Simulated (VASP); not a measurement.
Wanted: the native input for a VASP 6.6.1 run.

* Task: single point
* Functional: PBEsol
* Potentials or basis: VASP PAW PBE potentials, release 64 (N)
* Cutoff: 600 eV
* k mesh: 6 × 6 × 2
* Occupations: fermi-dirac, width 0.1 eV
* Spin: no spin polarisation
* Dipole correction: no
* Further INCAR settings: ALGO = Normal; EDIFF = 1e-06; NBANDS = 12

The structure of N lies in POSCAR:

```
N
1.0
    3.8021790000      0.0000000000      0.0000000000
   -1.9010900000      3.2927840000      0.0000000000
    0.0000000000      0.0000000000      9.5255850000
N
2
Direct
    0.6666666667      0.3333333333      0.6627390000
    0.3333333333      0.6666666667      0.3372610000
```

The input as run:

INCAR

```
PREC = Accurate ; ENCUT = 600
EDIFF = 1E-6 ; ISMEAR = -1
SIGMA = 0.1 ; LREAL = False
LASPH = True ; NELM = 120
ALGO = Normal ; ISIF = 2
LWAVE = False ; LCHARG = False
GGA = PS ; NBANDS = 12
GGA_COMPAT = False
```

KPOINTS

```
Automatic mesh
0
Gamma
  6 6 2
```

Potentials or basis: VASP PAW PBE potentials, release 64 (N).

The run is started by

```sh
$ cat potpaw_PBE.64/N/POTCAR > POTCAR
$ mpirun -np 1 vasp_std > vasp.out
```

It gave:

```yaml
Pressure: -2.7 GPa
Largest_force: 0.432 eV/Å
Band_gap_on_the_k_mesh: zero (bands 5 and 6 overlap by 0.44 eV)
```

Caveat: the PAW data sets were made with another functional, which shifts forces and pressure a little.

Wall time 14 s on 1 thread of AMD EPYC 9R45 96-Core Processor (Zen 5), with other jobs on the host, peak memory 0.2 GiB.
